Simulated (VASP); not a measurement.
Input of a VASP 6.6.1 run:

The input INCAR:

```
SYSTEM = CaO
PREC     = Accurate       ! precision mode
ENCUT    = 520            ! plane-wave cutoff, eV
EDIFF    = 1E-7           ! SCF threshold, eV
ISMEAR   = -1             ! smearing method
SIGMA    = 0.05           ! smearing width, eV
LREAL    = .False.        ! projectors in reciprocal space
LASPH    = .True.         ! aspherical terms in the spheres
NELM     = 80             ! most SCF steps
ALGO     = Normal         ! electronic algorithm
ISIF     = 2              ! what is computed and relaxed
LWAVE    = .False.        ! write WAVECAR
LCHARG   = .True.         ! write CHGCAR
GGA      = RP             ! functional
LELF     = .True.         ! ELF
LVHAR    = .True.       
NBANDS   = 15             ! bands
```

The input KPOINTS:

```
regular mesh
0
Gamma
  10 10 10
  0 0 0
```

POSCAR

```
CaO
1.0
    0.0000000000      2.4035556960      2.4035556960
    2.4035556960      0.0000000000      2.4035556960
    2.4035556960      2.4035556960      0.0000000000
Ca O
1 1
Direct
    0.0000000000      0.0000000000      0.0000000000
    0.5000000000      0.5000000000      0.5000000000
```

Potentials or basis: VASP PAW PBE potentials, release 64 (Ca_sv, O).

Run with:

```sh
$ cat potpaw_PBE.64/Ca_sv/POTCAR potpaw_PBE.64/O/POTCAR > POTCAR
$ mpirun -np 1 vasp_std > vasp.out
```

(1) What does it give for the band gap on the k mesh?

(2) Estimate the pressure.

Results:

(1) 3.74 eV (least direct gap 4.12 eV).

(2) 6.0 GPa.

Caveat: the cell stands under pressure; the PAW data sets were made with another functional, which shifts forces and pressure a little.
